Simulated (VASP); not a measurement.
# MgO (R-3m) in VASP: further runs, part 2 of 2

VASP 6.6.1. Earlier steps stand in the parts before.

### 3 Single point, r2SCAN

This run uses another cell than the first one, of the same volume but with other edges.

Contents of POSCAR:

```
MgO
1.0
   -0.2254007805      2.0286070245      2.0286070245
    2.0286070245     -0.2254007805      2.0286070245
    2.0286070245      2.0286070245     -0.2254007805
Mg O
1 1
Direct
    0.0000000000      0.0000000000      0.0000000000
    0.5000000000      0.5000000000      0.5000000000
```

Contents of INCAR.step1:

```
PREC     = Accurate       # precision mode
ENCUT    = 520            # plane-wave cutoff, eV
ISMEAR   = 0              # smearing method
SIGMA    = 0.05           # smearing width, eV
LREAL    = False          # projectors in reciprocal space
LASPH    = True           # aspherical terms in the spheres
NELM     = 80             # most SCF steps
NBANDS   = 11             # bands
GGA      = PE             # functional
ALGO     = Normal         # electronic algorithm
EDIFF    = 1E-4           # SCF threshold, eV
LWAVE    = True           # write WAVECAR
LCHARG   = False          # write CHGCAR
```

Contents of INCAR.step2:

```
PREC     = Accurate       # precision mode
ENCUT    = 520            # plane-wave cutoff, eV
EDIFF    = 1E-6           # SCF threshold, eV
ISMEAR   = 0              # smearing method
SIGMA    = 0.05           # smearing width, eV
LREAL    = False          # projectors in reciprocal space
LASPH    = True           # aspherical terms in the spheres
NELM     = 80             # most SCF steps
ALGO     = Normal         # electronic algorithm
ISIF     = 2              # what is computed and relaxed
LWAVE    = False          # write WAVECAR
LCHARG   = False          # write CHGCAR
METAGGA  = R2SCAN         # meta-GGA
LMIXTAU  = True         
NBANDS   = 11             # bands
ISTART   = 1
```

Contents of KPOINTS:

```
Automatic mesh
0
Gamma
  10 10 10
```

Potentials or basis: VASP PAW PBE potentials, release 64 (Mg, O).

The run is started by

```console
$ cat potpaw_PBE.64/Mg/POTCAR potpaw_PBE.64/O/POTCAR > POTCAR
$ cp INCAR.step1 INCAR
$ mpirun -np 1 vasp_std > vasp.out
$ cp INCAR.step2 INCAR
$ mpirun -np 1 vasp_std > vasp.out
```

OUTCAR:

```text
PREC = Accurate
   ENCUT = 520
   EDIFF = 1E-6
   ISMEAR = 0
   LREAL = False
   LASPH = True
   NELM = 80
   ISIF = 2
   METAGGA = R2SCAN
   ISTART = 1

 ion  position               nearest neighbor table
   1  0.000  0.000  0.000-   2 2.15   2 2.15   2 2.15   2 2.15   2 2.15   2 2.15
   2  0.500  0.500  0.500-   1 2.15   1 2.15   1 2.15   1 2.15   1 2.15   1 2.15

  LATTYP: Found a trigonal (rhomboedric) cell.
 ALAT       =     2.8777245232
 COS(alpha) =     0.3865030675

  Lattice vectors:

 A1 = (  -0.2254007805,   2.0286070245,   2.0286070245)
[... 516 lines left out ...]
      8      20.3193      0.00000
      9      22.9891      0.00000
     10      28.1475      0.00000
     11      28.8946      0.00000

 [... further k-points ...]
[... 5 lines left out ...]
  --------------------------------------------------------------------------------------
  -------------------------------------------------------------------------------------
  Total       -0.9755344     -0.9755344     -0.9755344      1.4860844      1.4860844      1.4860844
  in kB      -80.2856607    -80.2856607    -80.2856607    122.3035003    122.3035003    122.3035003
  external PRESSURE =     -80.2856607 kB  Pullay stress =       0.0000000 kB

 VOLUME and BASIS-vectors are now :
 -----------------------------------------------------------------------------
  energy-cutoff  :      520.00
  volume of cell :       19.47
      direct lattice vectors                 reciprocal lattice vectors
    -0.225400781  2.028607024  2.028607024    -0.208778441  0.234875746  0.234875746
     2.028607024 -0.225400781  2.028607024     0.234875746 -0.208778441  0.234875746
     2.028607024  2.028607024 -0.225400781     0.234875746  0.234875746 -0.208778441

 POSITION                                       TOTAL-FORCE (eV/Angst)
 -----------------------------------------------------------------------------------
      0.00000      0.00000      0.00000         0.000000     -0.000000      0.000000
      1.91591      1.91591      1.91591        -0.000000      0.000000     -0.000000
 -----------------------------------------------------------------------------------
    total drift:                               -0.000000     -0.000000      0.000000

  FREE ENERGIE OF THE ION-ELECTRON SYSTEM (eV)
  ---------------------------------------------------
  free  energy   TOTEN  =       -15.8671145099 eV

  energy  without entropy=      -15.8671145099  energy(sigma->0) =      -15.86711451
```

OUTCAR.step1:

```text
PREC = Accurate
   ENCUT = 520
   ISMEAR = 0
   LREAL = False
   LASPH = True
[... 559 lines left out ...]
      0.00000      0.00000      0.00000         0.000000     -0.000000     -0.000000
      1.91591      1.91591      1.91591        -0.000000      0.000000      0.000000
 -----------------------------------------------------------------------------------
    total drift:                               -0.000000     -0.000000      0.000000

  FREE ENERGIE OF THE ION-ELECTRON SYSTEM (eV)
  ---------------------------------------------------
  free  energy   TOTEN  =       -11.6594468814 eV

  energy  without entropy=      -11.6594468814  energy(sigma->0) =      -11.65944688
```

OSZICAR.step1:

```text
N       E                     dE             d eps       ncg     rms          rms(c)
DAV:   1     0.139969922602E+02    0.13997E+02   -0.45464E+03  2928   0.644E+02
DAV:   2    -0.126368783703E+02   -0.26634E+02   -0.25970E+02  2960   0.132E+02
DAV:   3    -0.132476750333E+02   -0.61080E+00   -0.61037E+00  3102   0.175E+01
DAV:   4    -0.132492062051E+02   -0.15312E-02   -0.15311E-02  2762   0.100E+00
DAV:   5    -0.132492112419E+02   -0.50368E-05   -0.50368E-05  2926   0.566E-02    0.720E+00
DAV:   6    -0.116886525650E+02    0.15606E+01   -0.91724E+00  2702   0.164E+01    0.231E+00
DAV:   7    -0.116692816724E+02    0.19371E-01   -0.72770E-02  2891   0.224E+00    0.136E+00
DAV:   8    -0.116599920912E+02    0.92896E-02   -0.33991E-02  2692   0.201E+00    0.267E-01
DAV:   9    -0.116594820049E+02    0.51009E-03   -0.84312E-04  2963   0.202E-01    0.142E-01
DAV:  10    -0.116594468814E+02    0.35124E-04   -0.51358E-04  2702   0.169E-01
   1 F= -.11659447E+02 E0= -.11659447E+02  d E =-.387991E-18
```

Run time: 43 s. Hardware: 1 thread of Intel Xeon Platinum 8559C (Emerald Rapids), shared host; peak memory 0.16 GiB.

Results:

```
Free energy            : -15.8671 eV
Pressure               : -8.0 GPa
Band gap on the k mesh : 4.25 eV, direct
```

Stress tensor (GPa, compression positive):
```
-8.03 12.23 12.23
12.23 -8.03 12.23
12.23 12.23 -8.03
```

Levels at points of the mesh, in eV from the valence-band top:
```
           k point  band 1  band 2  band 3  band 4  band 5  band 6  band 7  band 8
(0.00, 0.00, 0.00)  -18.64   -0.92   -0.92    0.00    4.25   14.41   14.41   19.49
(0.50, 0.00, 0.00)  -17.57   -5.27   -1.31   -0.62    7.98   11.83   16.19   18.73
(0.50, 0.50, 0.00)  -17.19   -4.55   -2.56   -1.25    8.33   10.98   12.79   17.72
(0.50, 0.50, 0.50)  -17.07   -4.52   -1.88   -1.88    6.96   14.07   14.07   14.35
```

Caveat: the PAW data sets were made with another functional, which shifts forces and pressure a little.
